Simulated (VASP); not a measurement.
**Sc3F: single point with r2SCAN**

Crystal: Sc3F.

```
Sc F
1.0
     4.06117    0.00000    0.00000
     0.00000    4.06117    0.00000
     0.00000    0.00000    4.06117
Sc F
3 1
Direct
  0.00000 0.50000 0.50000
  0.50000 0.00000 0.50000
  0.50000 0.50000 0.00000
  0.00000 0.00000 0.00000
```

```yaml
Program: VASP 6.6.1
Task: single point
Functional: r2SCAN
Potentials_or_basis: VASP PAW PBE potentials, release 64 (Sc_sv, F)
Cutoff: 520 eV
k_mesh: 4 × 4 × 4
Occupations: gaussian, width 0.1 eV
Spin: no spin polarisation
Dipole_correction: no
Further_INCAR_settings: ALGO = Normal; EDIFF = 1e-06; NBANDS = 28
```

```json
{
 "Pressure": "16.9 GPa",
 "Band gap on the k mesh": "zero (band 20 reaches 5.69 eV, above the bottom of band 21 at 4.76 eV)"
}
```

Levels at points of the mesh, in eV from the Fermi level:
```tsv
k point	band 18	band 19	band 20	band 21	band 22	band 23
(0.00, 0.00, 0.00)	-1.88	-1.14	-1.14	-0.67	-0.67	-0.67
(0.50, 0.00, 0.00)	-0.98	-0.28	-0.19	0.44	1.17	1.17
(0.50, 0.50, 0.00)	-0.22	-0.22	0.27	0.83	1.09	1.09
(0.50, 0.50, 0.50)	-1.51	-1.51	-0.43	1.40	1.58	1.58
```

Wall time 49 s on 1 thread of Intel(R) Xeon(R) Platinum 8488C (Sapphire Rapids), on a shared host, peak memory 0.17 GiB.

Caveat: the k points lie up to 0.39 Å⁻¹ apart; the PAW data sets were made with another functional, which shifts forces and pressure a little.
